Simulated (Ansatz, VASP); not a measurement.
HfSi2 in VASP and in Ansatz

```
Si Hf
1.0
     3.63610    0.00000    0.00000
     0.00000    7.40104    0.00000
     0.00000    0.00000   28.46082
Si Hf
16 8
Direct
  0.25000 0.87762 0.26208
  0.75000 0.07564 0.27299
  0.25000 0.39733 0.30391
  0.75000 0.34805 0.36241
  0.25000 0.69716 0.38566
  0.75000 0.90631 0.40082
  0.25000 0.28466 0.42691
  0.75000 0.22381 0.48821
  0.25000 0.58976 0.51276
  0.75000 0.79603 0.52608
  0.25000 0.16171 0.55108
  0.75000 0.10323 0.61312
  0.25000 0.47195 0.63799
  0.75000 0.68098 0.65112
  0.25000 0.03995 0.67699
  0.75000 0.98418 0.73390
  0.75000 0.68572 0.31778
  0.25000 0.06955 0.34816
  0.75000 0.55832 0.44488
  0.25000 0.94928 0.46966
  0.75000 0.43619 0.56927
  0.25000 0.82743 0.59392
  0.75000 0.31540 0.69174
  0.25000 0.70957 0.71622
```

Alike in both runs: functional PBEsol; k mesh 10 × 5 × 1; occupations gaussian, width 0.1 eV; no spin polarisation.

Ansatz relaxed the structure, and its values are those at the end. VASP's run is a single point on that final structure, the one shown.

|  | VASP | Ansatz |
| --- | --- | --- |
| version | VASP 6.6.1 | Ansatz 0.2.0 |
| potentials or method | VASP PAW PBE potentials, release 64 (Si, Hf_pv), cutoff 400 eV | scalar-relativistic, plane waves, PAW |
| valence electrons in the cell | 144 | 272 |

|  | VASP | Ansatz | Ansatz less VASP |
| --- | --- | --- | --- |
| gap on the k mesh at the Fermi level (eV) | none | none | - |
| rms of the force components (eV/Å) | 0.008 | 0.004 | -0.0040 |
| work function, face that differs most (eV) | 4.44 | 4.45 | +0.002 |

VASP's potentials were made for PBE, not for PBEsol. A gap of «none» marks a metal or a gap that the smearing closes. The functional is the same, so the differences come from potentials, cutoffs and numerics. VASP's potentials hold 144 valence electrons a cell and Ansatz's 272, so a difference there can come from the potentials and not from the codes. Ansatz's warnings: xc potential rough in thin density.

Spin-orbit coupling is off throughout.
